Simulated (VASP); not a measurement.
Li, 1 atom in the cell. Symmetry: I4/mmm, No. 139, tetragonal system. The conventional cell has a = 3.509 Å, b = 3.509 Å, c = 3.474 Å, α = 90.00°, β = 90.00°, γ = 90.00°. Li (site symmetry 4/mmm) has 14 Li at 3.03 to 3.51 Å within 4.0 Å. 

```yaml
Program: VASP 6.6.1
Task: single point
Functional: PBEsol
Potentials_or_basis: VASP PAW PBE potentials, release 64 (Li_sv)
Cutoff: 520 eV
k_mesh: 9 × 9 × 9
Occupations: fermi-dirac, width 0.05 eV
Spin: no spin polarisation
Dipole_correction: no
Further_INCAR_settings: ALGO = Fast; EDIFF = 1e-07; NBANDS = 8
```

Potentials or basis: VASP PAW PBE potentials, release 64 (Li_sv).

Command:

```console
$ cat potpaw_PBE.64/Li_sv/POTCAR > POTCAR
$ mpirun -np 1 vasp_std > vasp.out
```

Hardware: 1 thread of Intel(R) Xeon(R) 6975P-C (Granite Rapids) (shared host).

Estimate the wall time of this run.

It took 6.3 s on 1 thread of Intel(R) Xeon(R) 6975P-C (Granite Rapids), with other jobs on the host, peak memory 0.13 GiB. Counts: scf iterations 16, k points 75.
